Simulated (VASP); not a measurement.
# Sc (P6_3/mmc) in VASP: notebook

The runs below take Sc through single point, with PBE.

Everything below comes from runs of VASP 6.6.1. Logs are shortened: lines on timing, memory, paths and dates and some standing lists are left out, and cuts for length are marked.

## (1) The cell of the first run

Symmetry: P6_3/mmc, No. 194, hexagonal system. Conventional cell: a = 3.486 Å, b = 3.486 Å, c = 5.438 Å, α = 90.00°, β = 90.00°, γ = 120.00°. Sc (site symmetry -6m2) has 12 Sc at 3.38 to 3.49 Å within 4.4 Å.

## (2) Single point, PBE

Contents of INCAR:

```
PREC = Accurate ; ENCUT = 520
EDIFF = 1E-6 ; ISMEAR = 0
SIGMA = 0.15 ; LREAL = False
LASPH = True ; NELM = 100
ALGO = Fast ; ISIF = 2
LWAVE = False ; LCHARG = False
GGA = PE ; NBANDS = 18
```

Contents of KPOINTS:

```
Automatic mesh
0
Gamma
  15 15 10
```

Contents of POSCAR:

```
Sc
1.0
    3.4855000000      0.0000000000      0.0000000000
   -1.7427500000      3.0185315449      0.0000000000
    0.0000000000      0.0000000000      5.4380000000
Sc
2
Direct
    0.3333333333      0.6666666667      0.2500000000
    0.6666666667      0.3333333333      0.7500000000
```

Potentials or basis: VASP PAW PBE potentials, release 64 (Sc_sv).

On the command line:

```console
cat potpaw_PBE.64/Sc_sv/POTCAR > POTCAR
mpirun -np 1 vasp_std > vasp.out
```

OUTCAR:

```text
PREC = Accurate
   ENCUT = 520
   EDIFF = 1E-6
   ISMEAR = 0
   LREAL = False
   LASPH = True
   NELM = 100
   ISIF = 2
   GGA = PE

 ion  position               nearest neighbor table
   1  0.333  0.667  0.250-   2 3.38   2 3.38   2 3.38   2 3.38   2 3.38   2 3.38
   2  0.667  0.333  0.750-   1 3.38   1 3.38   1 3.38   1 3.38   1 3.38   1 3.38

  LATTYP: Found a hexagonal cell.
 ALAT       =     3.4855000000
 C/A-ratio  =     1.5601778798

  Lattice vectors:

 A1 = (   3.4855000000,   0.0000000000,   0.0000000000)
 A2 = (  -1.7427500000,   3.0185315449,   0.0000000000)
 A3 = (   0.0000000000,   0.0000000000,   5.4380000000)

Analysis of symmetry for initial positions (statically):
=====================================================================
 Subroutine PRICEL returns:
 Original cell was already a primitive cell.

 Routine SETGRP: Setting up the symmetry group for a
 hexagonal supercell.

 Subroutine GETGRP returns: Found 24 space group operations
 (whereof 12 operations were pure point group operations)
 out of a pool of 24 trial point group operations.

The static configuration has the point symmetry D_3d.
 The point group associated with its full space group is D_6h.

Analysis of symmetry for dynamics (positions and initial velocities):
=====================================================================
 Subroutine PRICEL returns:
 Original cell was already a primitive cell.

 Routine SETGRP: Setting up the symmetry group for a
 hexagonal supercell.

 Subroutine GETGRP returns: Found 24 space group operations
 (whereof 12 operations were pure point group operations)
 out of a pool of 24 trial point group operations.

The dynamic configuration has the point symmetry D_3d.
 The point group associated with its full space group is D_6h.

 Subroutine INISYM returns: Found 24 space group operations
 (whereof 12 operations are pure point group operations),
 and found     1 'primitive' translations

----------------------------------------------------------------------------------------

                                     Primitive cell

  volume of cell :      57.2137

  direct lattice vectors                    reciprocal lattice vectors
     3.485500000  0.000000000  0.000000000     0.286902883  0.165643457  0.000000000
    -1.742750000  3.018531545  0.000000000     0.000000000  0.331286914  0.000000000
     0.000000000  0.000000000  5.438000000     0.000000000  0.000000000  0.183891136

  length of vectors
     3.485500000  3.485500000  5.438000000     0.331286914  0.331286914  0.183891136

  position of ions in fractional coordinates (direct lattice)
     0.333333333  0.666666667  0.250000000
     0.666666667  0.333333333  0.750000000

  ion indices of the primitive-cell ions
   primitive index   ion index
                 1           1
                 2           2

----------------------------------------------------------------------------------------

 KPOINTS: Automatic mesh

Automatic generation of k-mesh.
 Grid dimensions read from file:
 generate k-points for:   15   15   10

 Generating k-lattice:

  Cartesian coordinates                     Fractional coordinates (reciprocal lattice)
     0.019126859  0.011042897  0.000000000     0.066666667  0.000000000  0.000000000
     0.000000000  0.022085794  0.000000000     0.000000000  0.066666667  0.000000000
     0.000000000  0.000000000  0.018389114     0.000000000  0.000000000  0.100000000

  Length of vectors
     0.022085794  0.022085794  0.018389114

  Shift w.r.t. Gamma in fractional coordinates (k-lattice)
     0.000000000  0.000000000  0.000000000

 Subroutine IBZKPT returns following result:
 ===========================================

 Found    162 irreducible k-points:

 Following reciprocal coordinates:
            Coordinates               Weight
  0.000000  0.000000  0.000000      1.000000
  0.066667  0.000000  0.000000      6.000000
  0.133333  0.000000  0.000000      6.000000
  0.200000 -0.000000  0.000000      6.000000
  0.266667  0.000000  0.000000      6.000000
  0.333333  0.000000  0.000000      6.000000
[... 16 lines left out ...]
  0.333333  0.200000  0.000000     12.000000
  0.400000  0.200000  0.000000      6.000000
 [... further k-points ...]
   k-points           NKPTS =    162   k-points in BZ     NKDIM =    162   number of bands    NBANDS=     18
   number of dos      NEDOS =    301   number of ions     NIONS =      2
   total plane-waves  NPLWV =  31360
   dimension x,y,z NGX =    28 NGY =   28 NGZ =   40
   dimension x,y,z NGXF=    56 NGYF=   56 NGZF=   80
   ions per type =               2
   NGX,Y,Z   is equivalent  to a cutoff of  13.36, 13.36, 12.23 a.u.
   NGXF,Y,Z  is equivalent  to a cutoff of  26.71, 26.71, 24.46 a.u.
 SYSTEM =  unknown system
   PREC   = accura    normal or accurate (medium, high low for compatibility)
   ISTART =      0    job   : 0-new  1-cont  2-samecut
   ICHARG =      2    charge: 1-file 2-atom 10-const
[... 90 lines left out ...]
      2     -46.9178      2.00000
      3     -25.6623      2.00000
      4     -25.5040      2.00000
      5     -25.4879      2.00000
      6     -25.4644      2.00000
[... 10 lines left out ...]
     17       4.7439      0.00000
     18       4.8105      0.00000

 k-point     4 :       0.2000   -0.0000    0.0000
  band No.  band energies     occupation
      1     -46.9469      2.00000
      2     -46.9165      2.00000
      3     -25.6468      2.00000
      4     -25.5310      2.00000
      5     -25.4969      2.00000
      6     -25.4920      2.00000
[... 10 lines left out ...]
     17       4.9570      0.00000
     18       5.0442      0.00000

 k-point     5 :       0.2667    0.0000    0.0000
  band No.  band energies     occupation
      1     -46.9413      2.00000
      2     -46.9153      2.00000
      3     -25.6271      2.00000
      4     -25.5624      2.00000
      5     -25.5231      2.00000
      6     -25.5070      2.00000
[... 10 lines left out ...]
     17       5.2143      0.00000
     18       5.3276      0.00000

 k-point     6 :       0.3333    0.0000    0.0000
  band No.  band energies     occupation
      1     -46.9356      2.00000
      2     -46.9145      2.00000
      3     -25.6053      2.00000
      4     -25.5927      2.00000
      5     -25.5521      2.00000
      6     -25.5164      2.00000
[... 10 lines left out ...]
     17       5.5343      0.00000
     18       5.6466      0.00000

 k-point     7 :       0.4000    0.0000    0.0000
  band No.  band energies     occupation
      1     -46.9305      2.00000
      2     -46.9145      2.00000
      3     -25.6165      2.00000
      4     -25.5846      2.00000
      5     -25.5744      2.00000
      6     -25.5236      2.00000
[... 10 lines left out ...]
     17       5.9251      0.00000
     18       6.0683      0.00000

 k-point     8 :       0.4667    0.0000    0.0000
  band No.  band energies     occupation
      1     -46.9274      2.00000
      2     -46.9149      2.00000
      3     -25.6296      2.00000
      4     -25.5864      2.00000
      5     -25.5704      2.00000
      6     -25.5276      2.00000
[... 10 lines left out ...]
     17       6.1274      0.00000
     18       6.4067      0.00000
[... 229 lines left out ...]
     17       5.9502      0.00000
     18       6.1729      0.00000

 k-point    20 :       0.4000    0.1333    0.0000
  band No.  band energies     occupation
      1     -46.9257      2.00000
      2     -46.9152      2.00000
      3     -25.6225      2.00000
      4     -25.5803      2.00000
      5     -25.5626      2.00000
      6     -25.5396      2.00000
[... 10 lines left out ...]
     17       6.0741      0.00000
     18       6.3153      0.00000

 k-point    21 :       0.2000    0.2000    0.0000
  band No.  band energies     occupation
      1     -46.9341      2.00000
      2     -46.9144      2.00000
      3     -25.5996      2.00000
      4     -25.5748      2.00000
      5     -25.5715      2.00000
      6     -25.5131      2.00000
[... 10 lines left out ...]
     17       5.6462      0.00000
     18       5.9246      0.00000

 k-point    22 :       0.2667    0.2000    0.0000
  band No.  band energies     occupation
      1     -46.9292      2.00000
      2     -46.9146      2.00000
      3     -25.5965      2.00000
      4     -25.5788      2.00000
      5     -25.5773      2.00000
      6     -25.5287      2.00000
[... 10 lines left out ...]
     17       5.9015      0.00000
     18       6.1248      0.00000

 k-point    23 :       0.3333    0.2000    0.0000
  band No.  band energies     occupation
      1     -46.9252      2.00000
      2     -46.9153      2.00000
      3     -25.6112      2.00000
      4     -25.5764      2.00000
      5     -25.5600      2.00000
      6     -25.5447      2.00000
[... 10 lines left out ...]
     17       6.0572      0.00000
     18       6.1733      0.00000

 k-point    24 :       0.4000    0.2000    0.0000
  band No.  band energies     occupation
      1     -46.9234      2.00000
      2     -46.9160      2.00000
      3     -25.6163      2.00000
      4     -25.5735      2.00000
      5     -25.5530      2.00000
      6     -25.5508      2.00000
[... 10 lines left out ...]
     17       6.0897      0.00000
     18       6.1590      0.00000

 [... further k-points ...]
[... 5 lines left out ...]
  --------------------------------------------------------------------------------------
  -------------------------------------------------------------------------------------
  Total       -2.2351430     -2.2351430     -2.1796571     -0.0000000      0.0000000     -0.0000000
  in kB      -62.5915751    -62.5915751    -61.0377826     -0.0000000      0.0000000     -0.0000000
  external PRESSURE =     -62.0736442 kB  Pullay stress =       0.0000000 kB

 VOLUME and BASIS-vectors are now :
 -----------------------------------------------------------------------------
  energy-cutoff  :      520.00
  volume of cell :       57.21
      direct lattice vectors                 reciprocal lattice vectors
     3.485500000  0.000000000  0.000000000     0.286902883  0.165643457  0.000000000
    -1.742750000  3.018531545  0.000000000     0.000000000  0.331286914  0.000000000
     0.000000000  0.000000000  5.438000000     0.000000000  0.000000000  0.183891136

 POSITION                                       TOTAL-FORCE (eV/Angst)
 -----------------------------------------------------------------------------------
     -0.00000      2.01235      1.35950        -0.000000      0.000000      0.000000
      1.74275      1.00618      4.07850         0.000000     -0.000000      0.000000
 -----------------------------------------------------------------------------------
    total drift:                               -0.000000      0.000000     -0.000000

  FREE ENERGIE OF THE ION-ELECTRON SYSTEM (eV)
  ---------------------------------------------------
  free  energy   TOTEN  =       -12.3541432113 eV

  energy  without entropy=      -12.2996481098  energy(sigma->0) =      -12.32689566
```

Wall time 2.6 min (1 thread of Intel Xeon Platinum 8488C (Sapphire Rapids), shared host); peak memory 0.27 GiB.

What came out:

* Free energy: -12.3541 eV
* Pressure: -6.2 GPa
* Band gap on the k mesh: zero (bands 11 and 12 overlap by 1.24 eV)

Stress tensor (GPa, compression positive):
```
-6.26  0.00  0.00
 0.00 -6.26  0.00
 0.00  0.00 -6.10
```

Levels at points of the mesh, in eV from the Fermi level:
| k point | band 7 | band 8 | band 9 | band 10 | band 11 | band 12 | band 13 | band 14 | band 15 | band 16 |
| --- | --- | --- | --- | --- | --- | --- | --- | --- | --- | --- |
| (0.00, 0.00, 0.00) | -28.29 | -28.27 | -4.82 | -1.45 | 0.34 | 1.40 | 1.40 | 1.60 | 1.76 | 1.76 |
| (0.00, 0.00, 0.50) | -28.31 | -28.31 | -3.44 | -3.44 | 0.87 | 0.87 | 1.33 | 1.33 | 1.33 | 1.33 |

Caveat: the cell stands under tension.

## (3) Single point, PBE

This run uses another cell than the first one, of 22.55 Å³/atom.

Contents of INCAR:

```
SYSTEM = Sc
  ALGO = Normal
  EDIFF = 1E-7
  ENCUT = 520
  GGA = PE
  ISIF = 2
  ISMEAR = 0
  LASPH = .TRUE.
  LCHARG = .FALSE.
  LREAL = .FALSE.
  LWAVE = .FALSE.
  NBANDS = 18
  NELM = 60
  PREC = Accurate
  SIGMA = 0.15
```

Contents of KPOINTS:

```
k-points
0
G
  15 15 10
  0 0 0
```

Contents of POSCAR:

```
Sc
1.0
    3.2642000000      0.0000000000      0.0000000000
   -1.6321000000      2.8268801230      0.0000000000
    0.0000000000      0.0000000000      4.8873000000
Sc
2
Direct
    0.3333333333      0.6666666667      0.2500000000
    0.6666666667      0.3333333333      0.7500000000
```

Potentials or basis: VASP PAW PBE potentials, release 64 (Sc_sv).

On the command line:

```console
cat potpaw_PBE.64/Sc_sv/POTCAR > POTCAR
mpirun -np 1 vasp_std > vasp.out
```

Wall time 2.4 min (1 thread of Intel Xeon 8259CL, shared host); peak memory 0.23 GiB.

The run converged. Its results:

- Free energy: -12.4387 eV
- Pressure: 5.6 GPa
- Band gap on the k mesh: zero (bands 11 and 12 overlap by 1.85 eV)

Stress tensor (GPa, compression positive):
```
4.56 0.00 0.00
0.00 4.56 0.00
0.00 0.00 7.65
```

Levels at points of the mesh, in eV from the Fermi level:
```tsv
k point	band 7	band 8	band 9	band 10	band 11	band 12	band 13	band 14	band 15	band 16
(0.00, 0.00, 0.00)	-27.55	-27.50	-5.26	-1.71	1.18	1.66	1.66	2.23	2.24	2.24
(0.00, 0.00, 0.50)	-27.61	-27.61	-3.53	-3.53	1.20	1.20	1.50	1.50	1.50	1.50
```

Caveat: the cell stands under pressure.

## (4) Single point, PBE

This run uses another cell than the first one, of 22.66 Å³/atom.

Contents of INCAR:

```
SYSTEM = Sc
PREC = Accurate
ENCUT = 520
EDIFF = 1E-7
ISMEAR = 0
SIGMA = 0.15
LREAL = .False.
LASPH = .True.
NELM = 60
ALGO = Normal
ISIF = 2
LWAVE = .False.
LCHARG = .False.
GGA = PE
NBANDS = 18
```

Contents of KPOINTS:

```
Automatic mesh
0
Gamma
  15 15 10
  0 0 0
```

Contents of POSCAR:

```
Sc
1.0
    3.3195022292      0.0000000000      0.0000000000
   -1.6597511146      2.8747732584      0.0000000000
    0.0000000000      0.0000000000      4.7496000000
Sc
2
Direct
    0.3333333333      0.6666666667      0.2500000000
    0.6666666667      0.3333333333      0.7500000000
```

On the command line:

```console
cat potpaw_PBE.64/Sc_sv/POTCAR > POTCAR
mpirun -np 1 vasp_std > vasp.out
```

Run time: 3.8 min. Hardware: 1 thread of Intel Xeon 8259CL, shared host; peak memory 0.25 GiB.

It converged, with:

```yaml
Free_energy: -12.4036 eV
Pressure: 5.2 GPa
Band_gap_on_the_k_mesh: zero (bands 11 and 12 overlap by 2.24 eV)
```

Stress tensor (GPa, compression positive):
```
2.88 0.00 0.00
0.00 2.88 0.00
0.00 0.00 9.77
```

Levels at points of the mesh, in eV from the Fermi level:
```
           k point  band 9  band 10  band 11  band 12  band 13  band 14
(0.00, 0.00, 0.00)   -5.23    -1.65     1.58     1.59     1.59     2.16
(0.00, 0.00, 0.50)   -3.40    -3.40     1.37     1.37     1.37     1.37
```

Caveat: the cell stands under pressure.

## (5) Single point, PBE

This run uses another cell than the first one, of 22.82 Å³/atom.

Contents of INCAR:

```
PREC = Accurate ; ENCUT = 520
EDIFF = 1E-7 ; ISMEAR = 0
SIGMA = 0.15 ; LREAL = F
LASPH = T ; NELM = 80
ALGO = Normal ; ISIF = 2
LWAVE = F ; LCHARG = F
GGA = PE ; NBANDS = 18
```

Contents of KPOINTS:

```
regular mesh
0
Gamma
  15 15 10
```

Contents of POSCAR:

```
Sc
1.0
    3.1535000000      0.0000000000      0.0000000000
   -1.5767500000      2.7310111108      0.0000000000
    0.0000000000      0.0000000000      5.3003000000
Sc
2
Direct
    0.3333333333      0.6666666667      0.2500000000
    0.6666666667      0.3333333333      0.7500000000
```

On the command line:

```console
cat potpaw_PBE.64/Sc_sv/POTCAR > POTCAR
mpirun -np 1 vasp_std > vasp.out
```

Wall time 2.3 min (1 thread of Intel Xeon 8259CL, shared host); peak memory 0.24 GiB.

Results (log left out):

- Free energy: -12.4185 eV
- Pressure: 5.1 GPa
- Band gap on the k mesh: zero (bands 11 and 12 overlap by 1.23 eV)

Stress tensor (GPa, compression positive):
```
7.15 0.00 0.00
0.00 7.15 0.00
0.00 0.00 0.92
```

Levels at points of the mesh, in eV from the Fermi level:
| k point | band 9 | band 10 | band 11 | band 12 | band 13 | band 14 |
| --- | --- | --- | --- | --- | --- | --- |
| (0.00, 0.00, 0.00) | -5.29 | -1.88 | 0.22 | 1.51 | 1.75 | 1.75 |
| (0.00, 0.00, 0.50) | -3.81 | -3.81 | 0.72 | 0.72 | 1.74 | 1.74 |

Caveat: the cell stands under pressure.

## (6) Single point, PBE

This run uses another cell than the first one, of 23.02 Å³/atom.

Contents of INCAR:

```
PREC = Accurate
ENCUT = 520
EDIFF = 1E-7
ISMEAR = 0
SIGMA = 0.15
LREAL = False
LASPH = True
NELM = 100
ALGO = Normal
ISIF = 2
LWAVE = False
LCHARG = False
GGA = PE
NBANDS = 18
```

KPOINTS is that of step 5.

Contents of POSCAR:

```
Sc
1.0
    3.2089000000      0.0000000000      0.0000000000
   -1.6044500000      2.7789889182      0.0000000000
    0.0000000000      0.0000000000      5.1626334843
Sc
2
Direct
    0.3333333333      0.6666666667      0.2500000000
    0.6666666667      0.3333333333      0.7500000000
```

Potentials or basis: VASP PAW PBE potentials, release 64 (Sc_sv).

On the command line:

```console
cat potpaw_PBE.64/Sc_sv/POTCAR > POTCAR
mpirun -np 1 vasp_std > vasp.out
```

Run time: 2.3 min. Hardware: 1 thread of Intel Xeon 8259CL, shared host; peak memory 0.24 GiB.

It converged, with:

```yaml
Free_energy: -12.4685 eV
Pressure: 4.3 GPa
Band_gap_on_the_k_mesh: zero (bands 11 and 12 overlap by 1.46 eV)
```

Stress tensor (GPa, compression positive):
```
5.30 0.00 0.00
0.00 5.30 0.00
0.00 0.00 2.39
```

Levels at points of the mesh, in eV from the Fermi level:
```tsv
k point	band 9	band 10	band 11	band 12	band 13	band 14
(0.00, 0.00, 0.00)	-5.26	-1.78	0.52	1.70	1.70	1.77
(0.00, 0.00, 0.50)	-3.70	-3.70	0.89	0.89	1.65	1.65
```

Caveat: the cell stands under pressure.

## (7) Summary

| cell | gap on the mesh (eV) | pressure (GPa) |
| --- | --- | --- |
| a = 3.486, b = 3.486, c = 5.438 Å, angles 90.0, 90.0, 120.0°, 2 atoms | none | -6.2 |
| a = 3.264, b = 3.264, c = 4.887 Å, angles 90.0, 90.0, 120.0°, 2 atoms | none | 5.6 |
| a = 3.320, b = 3.320, c = 4.750 Å, angles 90.0, 90.0, 120.0°, 2 atoms | none | 5.2 |
| a = 3.154, b = 3.153, c = 5.300 Å, angles 90.0, 90.0, 120.0°, 2 atoms | none | 5.1 |
| a = 3.209, b = 3.209, c = 5.163 Å, angles 90.0, 90.0, 120.0°, 2 atoms | none | 4.3 |

Alike in all rows: task single point; level PBE; potentials or basis VASP PAW PBE potentials, release 64 (Sc_sv); no spin polarisation; k mesh 15 × 15 × 10; cutoff (eV) 520; smearing gaussian 0.15 eV.

Caveats: the cell stands under pressure (at least some runs); the cell stands under tension (at least some runs).

Absolute energies hang on the potentials; compare differences alone.
